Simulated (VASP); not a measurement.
# Ca (Fm-3m) in VASP: a series of runs, part 2 of 2

VASP 6.6.1.

### 5 Single point, LDA

Contents of INCAR:

```
  PREC = Accurate
  ENCUT = 520
  EDIFF = 1E-7
  ISMEAR = 1
  SIGMA = 0.01
  LREAL = False
  LASPH = True
  NELM = 60
  ALGO = Normal
  ISIF = 2
  LWAVE = False
  LCHARG = False
  GGA = CA
  NBANDS = 11
```

Contents of KPOINTS:

```
Automatic mesh
0
Gamma
  10 10 10
```

Contents of POSCAR:

```
Ca
1.0
    0.0000000000      2.6714532750      2.6714532750
    2.6714532750      0.0000000000      2.6714532750
    2.6714532750      2.6714532750      0.0000000000
Ca
1
Direct
    0.0000000000      0.0000000000      0.0000000000
```

Potentials or basis: VASP PAW LDA potentials, release 64 (Ca_sv).

The run is started by

```sh
$ cat potpaw_LDA.64/Ca_sv/POTCAR > POTCAR
$ mpirun -np 1 vasp_std > vasp.out
```

OUTCAR:

```text
PREC = Accurate
   ENCUT = 520
   EDIFF = 1E-7
   ISMEAR = 1
   LREAL = False
   LASPH = True
   NELM = 60
   ISIF = 2
   GGA = CA

 ion  position               nearest neighbor table
   1  0.000  0.000  0.000-

  LATTYP: Found a face centered cubic cell.
 ALAT       =     5.3429065500

  Lattice vectors:

 A1 = (   0.0000000000,   2.6714532750,   2.6714532750)
 A2 = (   2.6714532750,   0.0000000000,   2.6714532750)
 A3 = (   2.6714532750,   2.6714532750,   0.0000000000)

Analysis of symmetry for initial positions (statically):
[... 33 lines left out ...]
                                     Primitive cell

  volume of cell :      38.1305

  direct lattice vectors                    reciprocal lattice vectors
     0.000000000  2.671453275  2.671453275    -0.187164045  0.187164045  0.187164045
     2.671453275  0.000000000  2.671453275     0.187164045 -0.187164045  0.187164045
     2.671453275  2.671453275  0.000000000     0.187164045  0.187164045 -0.187164045

  length of vectors
     3.778005453  3.778005453  3.778005453     0.324177635  0.324177635  0.324177635

  position of ions in fractional coordinates (direct lattice)
     0.000000000  0.000000000  0.000000000

  ion indices of the primitive-cell ions
   primitive index   ion index
                 1           1

----------------------------------------------------------------------------------------

 KPOINTS: Automatic mesh

Automatic generation of k-mesh.
 Grid dimensions read from file:
 generate k-points for:   10   10   10

 Generating k-lattice:

  Cartesian coordinates                     Fractional coordinates (reciprocal lattice)
    -0.018716404  0.018716404  0.018716404     0.100000000  0.000000000  0.000000000
     0.018716404 -0.018716404  0.018716404     0.000000000  0.100000000  0.000000000
     0.018716404  0.018716404 -0.018716404     0.000000000  0.000000000  0.100000000

  Length of vectors
     0.032417763  0.032417763  0.032417763

  Shift w.r.t. Gamma in fractional coordinates (k-lattice)
     0.000000000  0.000000000  0.000000000

 Subroutine IBZKPT returns following result:
 ===========================================

 Found     47 irreducible k-points:

 Following reciprocal coordinates:
            Coordinates               Weight
  0.000000  0.000000  0.000000      1.000000
  0.100000  0.000000  0.000000      8.000000
  0.200000  0.000000  0.000000      8.000000
  0.300000  0.000000  0.000000      8.000000
  0.400000  0.000000  0.000000      8.000000
  0.500000  0.000000  0.000000      4.000000
[... 16 lines left out ...]
  0.300000  0.300000  0.000000      6.000000
  0.400000  0.300000  0.000000     24.000000
 [... further k-points ...]
   k-points           NKPTS =     47   k-points in BZ     NKDIM =     47   number of bands    NBANDS=     11
   number of dos      NEDOS =    301   number of ions     NIONS =      1
   total plane-waves  NPLWV =  21952
   dimension x,y,z NGX =    28 NGY =   28 NGZ =   28
   dimension x,y,z NGXF=    56 NGYF=   56 NGZF=   56
   ions per type =               1
   NGX,Y,Z   is equivalent  to a cutoff of  12.32, 12.32, 12.32 a.u.
   NGXF,Y,Z  is equivalent  to a cutoff of  24.64, 24.64, 24.64 a.u.
 SYSTEM =  unknown system
   PREC   = accura    normal or accurate (medium, high low for compatibility)
   ISTART =      0    job   : 0-new  1-cont  2-samecut
   ICHARG =      2    charge: 1-file 2-atom 10-const
   ISPIN  =      1    spin polarized calculation?
   LNONCOLLINEAR =      F non collinear calculations
   LSORBIT =      F    spin-orbit coupling
   LASPH  =      T    aspherical Exc in radial PAW
   ENCUT  =  520.0 eV  38.22 Ry    6.18 a.u.   7.02  7.02  7.02*2*pi/ulx,y,z
   NELM   =     60;   NELMIN=  2; NELMDL= -5     # of ELM steps
   EDIFF  = 0.1E-06   stopping-criterion for ELM
   LREAL  =      F    real-space projection
   EDIFFG = 0.1E-05   stopping-criterion for IOM
   NSW    =      0    number of steps for IOM
   IBRION =     -1    ionic relax: 0-MD 1-quasi-New 2-CG
   NFREE  =      0    steps in history (QN), initial steepest desc. (CG)
   ISIF   =      2    stress and relaxation
   ISYM   =      2    0-nonsym 1-usesym 2-fastsym
   POTIM  = 0.5000    time-step for ionic-motion
   TEBEG  =    0.0;   TEEND  =   0.0 temperature during run
   PSTRESS=    0.0 pullay stress
   NELECT =      10.0000    total number of electrons
   NUPDOWN=      -1.0000    fix difference up-down
   EMIN   =  10.00;   EMAX   =-10.00  energy-range for DOS
   EFERMI =   0.00;   METHOD = LEGACY
   ISMEAR =     1;   SIGMA  =   0.01  broadening in eV -4-tet -1-fermi 0-gaus
   EFERMI_NEDOS =   21; number of points for ismear=-14 and -15
   IALGO  =     38    algorithm
   IMIX   =      4    mixing-type and parameters
     AMIX     =   0.40;   BMIX     =  1.00
     AMIX_MAG =   1.60;   BMIX_MAG =  1.00
  volume/ion in A,a.u.               =      38.13       257.32
  Fermi-wavevector in a.u.,A,eV,Ry     =   1.047894  1.980232 14.940303  1.098081
  Thomas-Fermi vector in A             =   2.182793
   LORBIT       =      0    0 simple, 1 ext, 2 COOP (PROOUT), +10 PAW based schemes
   GGA     = CA    functional components
   LHFCALC =     F    Hartree Fock is set to
   AEXX    =    0.0000 exact exchange contribution
   IVDW    =     0    specifies the selected vdW correction
   LEPSILON=     F    determine dielectric tensor
   LRPA    =     F    only Hartree local field effects (RPA)
 non-spin polarized calculation
 Methfessel and Paxton  Order N= 1 SIGMA  =   0.01
  energy-cutoff  :      520.00
  volume of cell :       38.13
 maximum number of plane-waves:      1037
   NGX = 13   NGY = 13   NGZ = 13

 number of electron      10.0000003 magnetization

 Free energy of the ion-electron system (eV)
  ---------------------------------------------------
  ext. energy  EPLUGINS =         0.00000000
  ---------------------------------------------------
  free energy    TOTEN  =        -2.20453044 eV

  energy without entropy =       -2.20450671  energy(sigma->0) =       -2.20452253

 E-fermi :   2.2196     XC(G=0):  -8.2992

 val. band max:        2.2177632326   @ k =  -0.3000   0.5000   0.2000
 cond. band min:       2.2588701218   @ k =  -0.3000   0.4000   0.2000
 fundamental gap:      0.0411068892
 Fermi energy:         2.2196274942

 k-point     1 :       0.0000    0.0000    0.0000
  band No.  band energies     occupation
      1     -39.1448      2.00000
      2     -20.3353      2.00000
      3     -20.3353      2.00000
      4     -20.3353      2.00000
      5      -2.0001      2.00000
      6       4.5364      0.00000
      7       4.5364      0.00000
      8       4.5364      0.00000
      9       5.7385      0.00000
     10       5.7385      0.00000
     11      11.8468      0.00000

 k-point     2 :       0.1000    0.0000    0.0000
  band No.  band energies     occupation
      1     -39.1426      2.00000
      2     -20.3558      2.00000
      3     -20.3381      2.00000
      4     -20.3381      2.00000
      5      -1.8132      2.00000
      6       4.3440      0.00000
      7       4.6069      0.00000
      8       4.6069      0.00000
      9       5.6794      0.00000
     10       5.6794      0.00000
     11      12.0772      0.00000

 k-point     3 :       0.2000    0.0000    0.0000
  band No.  band energies     occupation
      1     -39.1367      2.00000
      2     -20.4086      2.00000
      3     -20.3451      2.00000
      4     -20.3451      2.00000
      5      -1.2748      2.00000
      6       3.8737      0.00000
      7       4.7075      0.00000
      8       4.7075      0.00000
      9       5.6536      0.00000
     10       5.6536      0.00000
     11      11.0609      0.00000
[... 267 lines left out ...]
 k-point    23 :       0.3000    0.3000    0.0000
  band No.  band energies     occupation
      1     -39.1244      2.00000
      2     -20.4665      2.00000
      3     -20.3847      2.00000
      4     -20.3847      2.00000
      5       0.0084      2.00000
      6       3.1564      0.00000
      7       4.0741      0.00000
      8       5.5127      0.00000
      9       5.5127      0.00000
     10       6.2261      0.00000
     11      10.9399      0.00000

 k-point    24 :       0.4000    0.3000    0.0000
  band No.  band energies     occupation
      1     -39.1198      2.00000
      2     -20.4941      2.00000
      3     -20.3997      2.00000
      4     -20.3933      2.00000
      5       0.6765      2.00000
      6       2.9240      0.00000
      7       3.7089      0.00000
      8       5.6362      0.00000
      9       5.9908      0.00000
     10       6.4608      0.00000
     11       9.4517      0.00000

 [... further k-points ...]
[... 5 lines left out ...]
  --------------------------------------------------------------------------------------
  -------------------------------------------------------------------------------------
  Total       -0.0152759     -0.0152759     -0.0152759      0.0000000     -0.0000000      0.0000000
  in kB       -0.6418645     -0.6418645     -0.6418645      0.0000000     -0.0000000      0.0000000
  external PRESSURE =      -0.6418645 kB  Pullay stress =       0.0000000 kB

 VOLUME and BASIS-vectors are now :
 -----------------------------------------------------------------------------
  energy-cutoff  :      520.00
  volume of cell :       38.13
      direct lattice vectors                 reciprocal lattice vectors
     0.000000000  2.671453275  2.671453275    -0.187164045  0.187164045  0.187164045
     2.671453275  0.000000000  2.671453275     0.187164045 -0.187164045  0.187164045
     2.671453275  2.671453275  0.000000000     0.187164045  0.187164045 -0.187164045

 POSITION                                       TOTAL-FORCE (eV/Angst)
 -----------------------------------------------------------------------------------
      0.00000      0.00000      0.00000        -0.000000      0.000000      0.000000
 -----------------------------------------------------------------------------------
    total drift:                               -0.000000     -0.000000     -0.000000

  FREE ENERGIE OF THE ION-ELECTRON SYSTEM (eV)
  ---------------------------------------------------
  free  energy   TOTEN  =        -2.2045304368 eV

  energy  without entropy=       -2.2045067099  energy(sigma->0) =       -2.20452253
```

It took 7.5 s on 1 thread of AMD EPYC 9R45 (Zen 5), shared host; peak memory 0.12 GiB.

Results:

```
Free energy            : -2.2045 eV
Pressure               : -0.1 GPa
Band gap on the k mesh : zero (band 5 reaches 2.26 eV, above the bottom of band 6 at 2.17 eV)
```

### 6 Single point, LDA

Contents of INCAR:

```
SYSTEM = Ca
PREC = Accurate ; ENCUT = 520
EDIFF = 1E-6 ; ISMEAR = 1
SIGMA = 0.03 ; LREAL = .False.
LASPH = .True. ; NELM = 100
ALGO = Normal ; ISIF = 2
LWAVE = .False. ; LCHARG = .False.
GGA = CA ; NBANDS = 11
```

Contents of KPOINTS:

```
Automatic mesh
0
Gamma
  10 10 10
  0 0 0
```

POSCAR is that of step 5.

Potentials or basis: VASP PAW LDA potentials, release 64 (Ca_sv).

The run is started by

```sh
$ cat potpaw_LDA.64/Ca_sv/POTCAR > POTCAR
$ mpirun -np 1 vasp_std > vasp.out
```

It took 6.9 s on 1 thread of AMD EPYC 9R45 (Zen 5), shared host; peak memory 0.12 GiB.

Results (log left out):

```yaml
Free_energy: -2.2044 eV
Pressure: -0.1 GPa
Band_gap_on_the_k_mesh: zero (band 5 reaches 2.26 eV, above the bottom of band 6 at 2.17 eV)
```

Levels at points of the mesh, in eV from the Fermi level:
```
           k point  band 1  band 2  band 3  band 4  band 5  band 6  band 7  band 8  band 9  band 10
(0.00, 0.00, 0.00)  -41.37  -22.56  -22.56  -22.56   -4.22    2.31    2.31    2.31    3.51     3.51
(0.50, 0.00, 0.00)  -41.35  -22.77  -22.59  -22.59   -1.11   -0.03    2.19    2.19    4.29     4.29
(0.50, 0.50, 0.00)  -41.34  -22.76  -22.63  -22.63   -0.62    0.40    1.18    4.29    4.50     4.50
```

### 7 The runs side by side

| smearing | gap on the mesh (eV) | pressure (GPa) |
| --- | --- | --- |
| gaussian 0.3 eV | none | 0.0 |
| gaussian 0.6 eV | none | 0.1 |
| gaussian 1 eV | none | 0.3 |
| methfessel-paxton 0.01 eV | none | -0.1 |
| methfessel-paxton 0.03 eV | none | -0.1 |

Alike in all rows: task single point; level LDA; potentials or basis VASP PAW LDA potentials, release 64 (Ca_sv); no spin polarisation; cell as given; k mesh 10 × 10 × 10; cutoff (eV) 520.

Every run on the cell as given and a fine mesh finds a metal.

Absolute energies hang on the potentials; compare differences alone.
